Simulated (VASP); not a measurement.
# Fe (P6/mmm) in VASP: further runs

The runs below take Fe through single point, with revPBE.

Everything below comes from runs of VASP 6.6.1. Logs are shortened: lines on timing, memory, paths and dates and some standing lists are left out, and cuts for length are marked.

## 1. The cell of the first run

It takes space group P6/mmm (No. 191, hexagonal). Conventional cell: a = 3.879 Å, b = 3.879 Å, c = 2.438 Å, α = 90.00°, β = 90.00°, γ = 120.00°. Within 3.2 Å of Fe (site symmetry 6/mmm) lie 14 Fe at 2.44 to 2.55 Å. Within 3.0 Å of Fe (site symmetry -6m2) lie 11 Fe at 2.24 to 2.55 Å.

This isn't the form of Fe at room conditions, which is bcc.

## 2. Single point, revPBE (10.59 Å³/atom)

INCAR reads:

```
ALGO     = Normal         # electronic algorithm
EDIFF    = 1E-6           # SCF threshold, eV
ENCUT    = 520            # plane-wave cutoff, eV
GGA      = RE             # functional
ISIF     = 2              # what is computed and relaxed
ISMEAR   = -1             # smearing method
LASPH    = T              # aspherical terms in the spheres
LCHARG   = T              # write CHGCAR
LELF     = T              # ELF
LREAL    = F              # projectors in reciprocal space
LVHAR    = T            
LWAVE    = F              # write WAVECAR
NBANDS   = 19             # bands
NELM     = 60             # most SCF steps
PREC     = Accurate       # precision mode
SIGMA    = 0.1            # smearing width, eV
```

KPOINTS reads:

```
k-points
0
Gamma
  11 11 14
```

POSCAR reads:

```
Fe
1.0
    3.8786827639      0.0000000000      0.0000000000
   -1.9393413819      3.3590378067      0.0000000000
    0.0000000000      0.0000000000      2.4378897406
Fe
3
Direct
    0.0000000000      0.0000000000      0.0000000000
    0.3333333333      0.6666666667      0.5000000000
    0.6666666667      0.3333333333      0.5000000000
```

Potentials or basis: VASP PAW PBE potentials, release 64 (Fe).

Started as:

```sh
> cat potpaw_PBE.64/Fe/POTCAR > POTCAR
> mpirun -np 1 vasp_std > vasp.out
```

OUTCAR:

```text
EDIFF = 1E-6
   ENCUT = 520
   GGA = RE
   ISIF = 2
   ISMEAR = -1
   LASPH = T
   LREAL = F
   NELM = 60
   PREC = Accurate

 ion  position               nearest neighbor table
   1  0.000  0.000  0.000-   2 2.55   3 2.55   2 2.55   3 2.55   2 2.55   2 2.55   3 2.55   3 2.55
                             3 2.55   3 2.55   2 2.55   2 2.55
   2  0.333  0.667  0.500-   3 2.24   3 2.24   3 2.24   1 2.55   1 2.55   1 2.55   1 2.55   1 2.55
                             1 2.55
   3  0.667  0.333  0.500-   2 2.24   2 2.24   2 2.24   1 2.55   1 2.55   1 2.55   1 2.55   1 2.55
                             1 2.55

  LATTYP: Found a hexagonal cell.
 ALAT       =     3.8786827639
 C/A-ratio  =     0.6285354820

  Lattice vectors:

 A1 = (   3.8786827639,   0.0000000000,   0.0000000000)
 A2 = (  -1.9393413819,   3.3590378067,   0.0000000000)
 A3 = (   0.0000000000,   0.0000000000,   2.4378897406)

Analysis of symmetry for initial positions (statically):
=====================================================================
 Subroutine PRICEL returns:
 Original cell was already a primitive cell.

 Routine SETGRP: Setting up the symmetry group for a
 hexagonal supercell.

 Subroutine GETGRP returns: Found 24 space group operations
 (whereof 24 operations were pure point group operations)
 out of a pool of 24 trial point group operations.

The static configuration has the point symmetry D_6h.

Analysis of symmetry for dynamics (positions and initial velocities):
=====================================================================
 Subroutine PRICEL returns:
 Original cell was already a primitive cell.

 Routine SETGRP: Setting up the symmetry group for a
 hexagonal supercell.

 Subroutine GETGRP returns: Found 24 space group operations
 (whereof 24 operations were pure point group operations)
 out of a pool of 24 trial point group operations.

The dynamic configuration has the point symmetry D_6h.

 Subroutine INISYM returns: Found 24 space group operations
 (whereof 24 operations are pure point group operations),
 and found     1 'primitive' translations

----------------------------------------------------------------------------------------

                                     Primitive cell

  volume of cell :      31.7624

  direct lattice vectors                    reciprocal lattice vectors
     3.878682764  0.000000000  0.000000000     0.257819487  0.148852150  0.000000000
    -1.939341382  3.359037807  0.000000000     0.000000000  0.297704300  0.000000000
     0.000000000  0.000000000  2.437889741     0.000000000  0.000000000  0.410190823

  length of vectors
     3.878682764  3.878682764  2.437889741     0.297704300  0.297704300  0.410190823

  position of ions in fractional coordinates (direct lattice)
     0.000000000  0.000000000  0.000000000
     0.333333333  0.666666667  0.500000000
     0.666666667  0.333333333  0.500000000

  ion indices of the primitive-cell ions
   primitive index   ion index
                 1           1
                 2           2
                 3           3

----------------------------------------------------------------------------------------

 KPOINTS: k-points

Automatic generation of k-mesh.
 Grid dimensions read from file:
 generate k-points for:   11   11   14

 Generating k-lattice:

  Cartesian coordinates                     Fractional coordinates (reciprocal lattice)
     0.023438135  0.013532014  0.000000000     0.090909091 -0.000000000  0.000000000
     0.000000000  0.027064027  0.000000000     0.000000000  0.090909091  0.000000000
     0.000000000  0.000000000  0.029299345     0.000000000  0.000000000  0.071428571

  Length of vectors
     0.027064027  0.027064027  0.029299345

  Shift w.r.t. Gamma in fractional coordinates (k-lattice)
     0.000000000  0.000000000  0.000000000

 Subroutine IBZKPT returns following result:
 ===========================================

 Found    128 irreducible k-points:

 Following reciprocal coordinates:
            Coordinates               Weight
  0.000000  0.000000  0.000000      1.000000
  0.090909  0.000000  0.000000      6.000000
  0.181818  0.000000  0.000000      6.000000
  0.272727  0.000000  0.000000      6.000000
  0.363636  0.000000  0.000000      6.000000
  0.454545 -0.000000  0.000000      6.000000
[... 16 lines left out ...]
  0.090909  0.090909  0.071429     12.000000
  0.181818  0.090909  0.071429     24.000000
 [... further k-points ...]
   k-points           NKPTS =    128   k-points in BZ     NKDIM =    128   number of bands    NBANDS=     19
   number of dos      NEDOS =    301   number of ions     NIONS =      3
   total plane-waves  NPLWV =  16200
   dimension x,y,z NGX =    30 NGY =   30 NGZ =   18
   dimension x,y,z NGXF=    60 NGYF=   60 NGZF=   36
   ions per type =               3
   NGX,Y,Z   is equivalent  to a cutoff of  12.86, 12.86, 12.27 a.u.
   NGXF,Y,Z  is equivalent  to a cutoff of  25.72, 25.72, 24.55 a.u.
 SYSTEM =  unknown system
   PREC   = accura    normal or accurate (medium, high low for compatibility)
   ISTART =      0    job   : 0-new  1-cont  2-samecut
   ICHARG =      2    charge: 1-file 2-atom 10-const
   ISPIN  =      1    spin polarized calculation?
   LNONCOLLINEAR =      F non collinear calculations
   LSORBIT =      F    spin-orbit coupling
   LASPH  =      T    aspherical Exc in radial PAW
   ENCUT  =  520.0 eV  38.22 Ry    6.18 a.u.   7.21  7.21  4.53*2*pi/ulx,y,z
   NELM   =     60;   NELMIN=  2; NELMDL= -5     # of ELM steps
   EDIFF  = 0.1E-05   stopping-criterion for ELM
   LREAL  =      F    real-space projection
   EDIFFG = 0.1E-04   stopping-criterion for IOM
   NSW    =      0    number of steps for IOM
   IBRION =     -1    ionic relax: 0-MD 1-quasi-New 2-CG
   NFREE  =      0    steps in history (QN), initial steepest desc. (CG)
   ISIF   =      2    stress and relaxation
   ISYM   =      2    0-nonsym 1-usesym 2-fastsym
   POTIM  = 0.5000    time-step for ionic-motion
   TEBEG  =    0.0;   TEEND  =   0.0 temperature during run
   PSTRESS=    0.0 pullay stress
   NELECT =      24.0000    total number of electrons
   NUPDOWN=      -1.0000    fix difference up-down
   EMIN   =  10.00;   EMAX   =-10.00  energy-range for DOS
   EFERMI =   0.00;   METHOD = LEGACY
   ISMEAR =    -1;   SIGMA  =   0.10  broadening in eV -4-tet -1-fermi 0-gaus
   EFERMI_NEDOS =   21; number of points for ismear=-14 and -15
   IALGO  =     38    algorithm
   IMIX   =      4    mixing-type and parameters
     AMIX     =   0.40;   BMIX     =  1.00
     AMIX_MAG =   1.60;   BMIX_MAG =  1.00
  volume/ion in A,a.u.               =      10.59        71.45
  Fermi-wavevector in a.u.,A,eV,Ry     =   1.491103  2.817775 30.251013  2.223387
  Thomas-Fermi vector in A             =   2.603800
   LORBIT       =      0    0 simple, 1 ext, 2 COOP (PROOUT), +10 PAW based schemes
   GGA     = RE    functional components
   LHFCALC =     F    Hartree Fock is set to
   AEXX    =    0.0000 exact exchange contribution
   IVDW    =     0    specifies the selected vdW correction
   LEPSILON=     F    determine dielectric tensor
   LRPA    =     F    only Hartree local field effects (RPA)
 non-spin polarized calculation
  energy-cutoff  :      520.00
  volume of cell :       31.76
 maximum number of plane-waves:       903
 NGX is ok and might be reduce to    30
   NGX = 15   NGY = 15   NGZ =  9

 number of electron      24.0000002 magnetization

 Free energy of the ion-electron system (eV)
  ---------------------------------------------------
  ext. energy  EPLUGINS =         0.00000000
  ---------------------------------------------------
  free energy    TOTEN  =       -22.72487814 eV

  energy without entropy =      -22.54093754  energy(sigma->0) =      -22.63290784

 E-fermi :   6.6944     XC(G=0): -13.4956

 val. band max:        6.6852848752   @ k =   0.1818   0.0909   0.5000
 cond. band min:       6.6991398195   @ k =   0.1818   0.0909   0.0714
 fundamental gap:      0.0138549442
 Fermi energy:         6.6943831624

 k-point     1 :       0.0000    0.0000    0.0000
  band No.  band energies     occupation
      1      -2.1020      2.00000
      2       2.4305      2.00000
      3       3.9204      2.00000
      4       3.9204      2.00000
      5       3.9590      2.00000
      6       3.9590      2.00000
[... 11 lines left out ...]
     18      14.4608      0.00000
     19      14.4629      0.00000

 k-point     2 :       0.0909    0.0000    0.0000
  band No.  band energies     occupation
      1      -1.9783      2.00000
      2       2.4556      2.00000
      3       3.5376      2.00000
      4       3.7056      2.00000
      5       4.0199      2.00000
      6       4.3036      2.00000
[... 11 lines left out ...]
     18      13.0001      0.00000
     19      15.3993      0.00000

 k-point     3 :       0.1818    0.0000    0.0000
  band No.  band energies     occupation
      1      -1.6141      2.00000
      2       2.4712      2.00000
      3       3.1235      2.00000
      4       3.5948      2.00000
      5       3.7506      2.00000
      6       4.5789      2.00000
[... 11 lines left out ...]
     18      11.6262      0.00000
     19      15.4893      0.00000

 k-point     4 :       0.2727    0.0000    0.0000
  band No.  band energies     occupation
      1      -1.0314      2.00000
      2       2.2800      2.00000
      3       2.8812      2.00000
      4       3.4437      2.00000
      5       3.5908      2.00000
      6       4.4941      2.00000
[... 11 lines left out ...]
     18      10.3411      0.00000
     19      15.4335      0.00000

 k-point     5 :       0.3636    0.0000    0.0000
  band No.  band energies     occupation
      1      -0.2706      2.00000
      2       1.9706      2.00000
      3       2.4032      2.00000
      4       3.4939      2.00000
      5       3.6632      2.00000
      6       4.3059      2.00000
[... 11 lines left out ...]
     18       9.1512      0.00000
     19      15.3925      0.00000

 k-point     6 :       0.4545   -0.0000    0.0000
  band No.  band energies     occupation
      1       0.5965      2.00000
      2       1.4786      2.00000
      3       1.9415      2.00000
      4       3.7485      2.00000
      5       3.7539      2.00000
      6       4.0463      2.00000
[... 11 lines left out ...]
     18       8.0735      0.00000
     19      15.3751      0.00000

 k-point     7 :       0.0909    0.0909    0.0000
  band No.  band energies     occupation
      1      -1.7344      2.00000
      2       2.4797      2.00000
      3       3.3080      2.00000
      4       3.3761      2.00000
      5       4.1569      2.00000
      6       4.3363      2.00000
[... 11 lines left out ...]
     18      11.7194      0.00000
     19      16.2202      0.00000

 k-point     8 :       0.1818    0.0909    0.0000
  band No.  band energies     occupation
      1      -1.2616      2.00000
      2       2.3896      2.00000
      3       2.9452      2.00000
      4       3.2719      2.00000
      5       3.9814      2.00000
      6       4.5092      2.00000
[... 256 lines left out ...]
 k-point    20 :       0.2727    0.0000    0.0714
  band No.  band energies     occupation
      1      -0.8989      2.00000
      2       2.3653      2.00000
      3       2.9446      2.00000
      4       3.4289      2.00000
      5       3.5681      2.00000
      6       4.5659      2.00000
[... 11 lines left out ...]
     18      10.5690      0.00000
     19      15.4521      0.00000

 k-point    21 :       0.3636    0.0000    0.0714
  band No.  band energies     occupation
      1      -0.1470      2.00000
      2       2.0587      2.00000
      3       2.4775      2.00000
      4       3.5104      2.00000
      5       3.6485      2.00000
      6       4.3696      2.00000
[... 11 lines left out ...]
     18       9.4597      0.00000
     19      15.4022      0.00000

 k-point    22 :       0.4545   -0.0000    0.0714
  band No.  band energies     occupation
      1       0.7086      2.00000
      2       1.5791      2.00000
      3       2.0202      2.00000
      4       3.7366      2.00000
      5       3.7875      2.00000
      6       4.0999      2.00000
[... 11 lines left out ...]
     18       8.5759      0.00000
     19      15.3813      0.00000

 k-point    23 :       0.0909    0.0909    0.0714
  band No.  band energies     occupation
      1      -1.5946      2.00000
      2       2.5774      2.00000
      3       3.2983      2.00000
      4       3.3480      2.00000
      5       4.1425      2.00000
      6       4.2191      2.00000
[... 11 lines left out ...]
     18      11.8674      0.00000
     19      16.2978      0.00000

 k-point    24 :       0.1818    0.0909    0.0714
  band No.  band energies     occupation
      1      -1.1266      2.00000
      2       2.4828      2.00000
      3       2.9788      2.00000
      4       3.2646      2.00000
      5       3.9690      2.00000
      6       4.4879      2.00000
[... 11 lines left out ...]
     18      10.7426      0.00000
     19      16.1179      0.00000

 [... further k-points ...]

------------------------ aborting loop because EDIFF is reached ----------------------------------------

  FORCE on cell =-STRESS in cart. coord.  units (eV):
  Direction    XX          YY          ZZ          XY          YZ          ZX
  --------------------------------------------------------------------------------------
  -------------------------------------------------------------------------------------
  Total       -0.0775397     -0.0775397     -0.1282739     -0.0000000      0.0000000      0.0000000
  in kB       -3.9113045     -3.9113045     -6.4704655     -0.0000000      0.0000000      0.0000000
  external PRESSURE =      -4.7643581 kB  Pullay stress =       0.0000000 kB

 VOLUME and BASIS-vectors are now :
 -----------------------------------------------------------------------------
  energy-cutoff  :      520.00
  volume of cell :       31.76
      direct lattice vectors                 reciprocal lattice vectors
     3.878682764  0.000000000  0.000000000     0.257819487  0.148852150  0.000000000
    -1.939341382  3.359037807  0.000000000     0.000000000  0.297704300  0.000000000
     0.000000000  0.000000000  2.437889741     0.000000000  0.000000000  0.410190823

 POSITION                                       TOTAL-FORCE (eV/Angst)
 -----------------------------------------------------------------------------------
      0.00000      0.00000      0.00000        -0.000000      0.000000      0.000000
     -0.00000      2.23936      1.21894         0.000000     -0.000000      0.000000
      1.93934      1.11968      1.21894        -0.000000      0.000000     -0.000000
 -----------------------------------------------------------------------------------
    total drift:                               -0.000000      0.000000      0.000000

  FREE ENERGIE OF THE ION-ELECTRON SYSTEM (eV)
  ---------------------------------------------------
  free  energy   TOTEN  =       -22.7248781370 eV

  energy  without entropy=      -22.5409375393  energy(sigma->0) =      -22.63290784
```

Run time: 98 s. Hardware: 1 thread of Intel Xeon 8259CL, shared host; peak memory 0.19 GiB.

What came out:

- Free energy: -22.7249 eV
- Pressure: -0.5 GPa
- Band gap on the k mesh: zero (bands 12 and 13 overlap by 1.44 eV)

Caveat: the PAW data sets were made with another functional, which shifts forces and pressure a little; the run has no spin polarisation, though such a crystal can be magnetic. Spin polarisation is off, so any magnetic state and its effect on volume and gap are missing.

## 3. Single point, revPBE (11.01 Å³/atom)

This run uses another cell than the first one, of 11.01 Å³/atom.

INCAR reads:

```
SYSTEM = Fe
ALGO     = Normal         ! electronic algorithm
EDIFF    = 1E-7           ! SCF threshold, eV
ENCUT    = 520            ! plane-wave cutoff, eV
GGA      = RE             ! functional
ISIF     = 2              ! what is computed and relaxed
ISMEAR   = -1             ! smearing method
LASPH    = .True.         ! aspherical terms in the spheres
LCHARG   = .False.        ! write CHGCAR
LREAL    = .False.        ! projectors in reciprocal space
LWAVE    = .False.        ! write WAVECAR
NBANDS   = 19             ! bands
NELM     = 60             ! most SCF steps
PREC     = Accurate       ! precision mode
SIGMA    = 0.1            ! smearing width, eV
```

KPOINTS reads:

```
k-points
0
Gamma
  11 11 14
  0 0 0
```

POSCAR reads:

```
Fe
1.0
    3.9297239166      0.0000000000      0.0000000000
   -1.9648619583      3.4032407417      0.0000000000
    0.0000000000      0.0000000000      2.4699709162
Fe
3
Direct
    0.0000000000      0.0000000000      0.0000000000
    0.3333333333      0.6666666667      0.5000000000
    0.6666666667      0.3333333333      0.5000000000
```

Potentials or basis: VASP PAW PBE potentials, release 64 (Fe).

Started as:

```sh
> cat potpaw_PBE.64/Fe/POTCAR > POTCAR
> mpirun -np 1 vasp_std > vasp.out
```

Wall time 1.9 min (1 thread of Intel Xeon 8259CL, shared host); peak memory 0.19 GiB.

Results (log left out):

| Property | Result |
| --- | --- |
| Free energy | -22.6819 eV |
| Pressure | -9.8 GPa |
| Band gap on the k mesh | zero (bands 12 and 13 overlap by 1.36 eV) |

Stress tensor (GPa, compression positive):
```
-10.01   0.00   0.00
  0.00 -10.01   0.00
  0.00   0.00  -9.37
```

Levels at points of the mesh, in eV from the Fermi level:
| k point | band 9 | band 10 | band 11 | band 12 | band 13 | band 14 | band 15 | band 16 |
| --- | --- | --- | --- | --- | --- | --- | --- | --- |
| (0.00, 0.00, 0.00) | -1.21 | -1.21 | -0.78 | -0.78 | -0.70 | -0.70 | 0.87 | 0.87 |
| (0.00, 0.00, 0.50) | -1.17 | -1.17 | 0.38 | 0.39 | 0.70 | 0.70 | 1.28 | 2.05 |

Caveat: the cell stands under tension; the PAW data sets were made with another functional, which shifts forces and pressure a little; the run has no spin polarisation, though such a crystal can be magnetic.
